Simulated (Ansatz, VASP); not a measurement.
One calculation of Co, two programs

Contents of INCAR:

```
SYSTEM = Co
PREC = Accurate
ENCUT = 520
EDIFF = 1E-6
ISMEAR = -1
SIGMA = 0.1
LREAL = .FALSE.
LASPH = .TRUE.
NELM = 150
ALGO = Normal
ISIF = 2
LWAVE = .FALSE.
LCHARG = .FALSE.
ISPIN = 2
MAGMOM = 1.7 1.7 1.7 1.7
LORBIT = 11
LMAXMIX = 4
LDIPOL = .TRUE.
IDIPOL = 3
DIPOL = 0.5 0.5 0.500
GGA = PE
NBANDS = 30
```

KPOINTS

```
Automatic mesh
0
G
  15 15 1
  0 0 0
```

The input POSCAR:

```
Co
1.0
    2.4930397743      0.0000000000      0.0000000000
   -1.2465198872      2.1590357772      0.0000000000
    0.0000000000      0.0000000000     22.0554000000
Co
4
Direct
    0.8333333330      0.1666666670      0.3627230918
    0.1666666670      0.8333333330      0.4542410308
    0.8333333330      0.1666666670      0.5457589692
    0.1666666670      0.8333333330      0.6372769082
```

Input for Ansatz:

```yaml
crystal:
  lattice:
    - [2.4930397743, 0.0, 0.0]
    - [-1.2465198872, 2.1590357772, 0.0]
    - [0.0, 0.0, 22.0554]
  atoms:
    - { symbol: Co, position: [0.833333333, 0.166666667, 0.3627230918], spin: 1.7 }
    - { symbol: Co, position: [0.166666667, 0.833333333, 0.4542410308], spin: 1.7 }
    - { symbol: Co, position: [0.833333333, 0.166666667, 0.5457589692], spin: 1.7 }
    - { symbol: Co, position: [0.166666667, 0.833333333, 0.6372769082], spin: 1.7 }
magnetization:
  spin_polarized: true
kpoints:
  mp_grid: { grid: [15, 15, 1] }
scf:
  occupations: { method: fermi_dirac, width: 0.1 }
hamiltonian:
  xc: pbe
  pseudopotentials: { kind: all_electron, lapw: { basis_error: 0.001 } }
output:
  forces: true
  stress: true
  eigenvalues: true
  populations: true
  dos: { projected: true, de: 0.2, e_range: [-14, 8] }
efield:
  axis: 3
  amplitude: 0
  dipole_correction: true
```

Alike in both runs: task single point; functional PBE; k mesh 15 × 15 × 1; occupations fermi-dirac, width 0.1 eV; collinear spin.

|  | VASP | Ansatz |
| --- | --- | --- |
| version | VASP 6.6.1 | Ansatz 0.2.0 |
| potentials or method | VASP PAW PBE potentials, release 64 (Co), cutoff 520 eV | all-electron LAPW, scalar-relativistic |

|  | VASP | Ansatz | Ansatz less VASP |
| --- | --- | --- | --- |
| rms of the force components (eV/Å) | 0.252 | 0.251 | -0.0010 |
| net moment per atom (μB) | 1.69 | 1.70 | +0.008 |
| size of the moment on the site where the two differ most (μB) | 1.76 | 1.80 | +0.044 |

Site moments also hang on the region over which each program counts them. Atom by atom the forces differ by 0.009 eV/Å (rms over components). Ansatz ran all-electron here, and VASP with PAW potentials.
